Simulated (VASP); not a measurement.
A run of VASP 6.6.1:

Contents of INCAR:

```
SYSTEM = GaP
PREC     = Accurate       ! precision mode
ENCUT    = 520            ! plane-wave cutoff, eV
EDIFF    = 1E-7           ! SCF threshold, eV
ISMEAR   = 0              ! smearing method
SIGMA    = 0.05           ! smearing width, eV
LREAL    = .FALSE.        ! projectors in reciprocal space
LASPH    = .TRUE.         ! aspherical terms in the spheres
NELM     = 80             ! most SCF steps
ALGO     = Normal         ! electronic algorithm
ISIF     = 2              ! what is computed and relaxed
LWAVE    = .FALSE.        ! write WAVECAR
LCHARG   = .TRUE.         ! write CHGCAR
LELF     = .TRUE.         ! ELF
LVHAR    = .TRUE.       
NBANDS   = 26             ! bands
```

The input KPOINTS:

```
Automatic mesh
0
G
  12 12 12
  0 0 0
```

File POSCAR:

```
GaP
1.0
    1.8652945685      1.0769283212      6.4308101003
   -1.8652945685      1.0769283212      6.4308101003
    0.0000000000     -2.1538566424      6.4308101003
Ga P
2 2
Direct
    0.4353720000      0.4353720000      0.4353720000
    0.5646280000      0.5646280000      0.5646280000
    0.0573890000      0.0573890000      0.0573890000
    0.9426110000      0.9426110000      0.9426110000
```

Potentials or basis: VASP PAW LDA potentials, release 64 (Ga_d, P).

Launch:

```console
$ cat potpaw_LDA.64/Ga_d/POTCAR potpaw_LDA.64/P/POTCAR > POTCAR
$ mpirun -np 1 vasp_std > vasp.out
```

Hardware: 1 thread of Intel Xeon 8259CL, on a shared host.

Question: Estimate the wall time of this run.

Answer: It took 18 min on 1 thread of Intel Xeon 8259CL, on a shared host, peak memory 0.5 GiB. Counts: scf iterations 13, k points 189.
